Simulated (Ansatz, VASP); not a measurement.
**Au in VASP and in Ansatz**

The input INCAR:

```
SYSTEM = Au
PREC = Accurate ; ENCUT = 520
EDIFF = 1E-6 ; ISMEAR = 0
SIGMA = 0.1 ; LREAL = .False.
LASPH = .True. ; NELM = 60
ALGO = Normal ; ISIF = 2
LWAVE = .False. ; LCHARG = .True.
LELF = .True. ; LVHAR = .True.
NBANDS = 12
```

Contents of KPOINTS:

```
regular mesh
0
Gamma
  18 18 18
  0 0 0
```

File POSCAR:

```
Au
1.0
    0.0000000000      2.0917692100      2.0917692100
    2.0917692100      0.0000000000      2.0917692100
    2.0917692100      2.0917692100      0.0000000000
Au
1
Direct
    0.0000000000      0.0000000000      0.0000000000
```

Input for Ansatz:

```yaml
crystal:
  lattice:
    - [0.0, 2.09176921, 2.09176921]
    - [2.09176921, 0.0, 2.09176921]
    - [2.09176921, 2.09176921, 0.0]
  atoms:
    - { symbol: Au, position: [0.0, 0.0, 0.0] }
basis:
  ecutwfc: 420
kpoints:
  mp_grid: { grid: [18, 18, 18] }
hamiltonian:
  xc: lda
scf:
  occupations: { method: gaussian, width: 0.1 }
output:
  forces: true
  stress: true
  eigenvalues: true
  populations: true
```

Alike in both runs: task single point; functional LDA; k mesh 18 × 18 × 18; occupations gaussian, width 0.1 eV; no spin polarisation.

|  | VASP | Ansatz |
| --- | --- | --- |
| version | VASP 6.6.1 | Ansatz 0.2.0 |
| potentials or method | VASP PAW LDA potentials, release 64 (Au), cutoff 520 eV | scalar-relativistic, plane waves, PAW |
| valence electrons in the cell | 11 | 19 |

```tsv
	VASP	Ansatz	Ansatz less VASP
gap on the k mesh at the Fermi level (eV)	none	none	-
pressure (GPa)	-14.1	-14.5	-0.35
```

LDA's correlation is that of Perdew and Zunger in VASP and of Perdew and Wang (1992) in Ansatz. A gap of «none» marks a metal or a gap that the smearing closes. VASP's potentials hold 11 valence electrons a cell and Ansatz's 19, so a difference there can come from the potentials and not from the codes.

Spin-orbit coupling is off throughout.
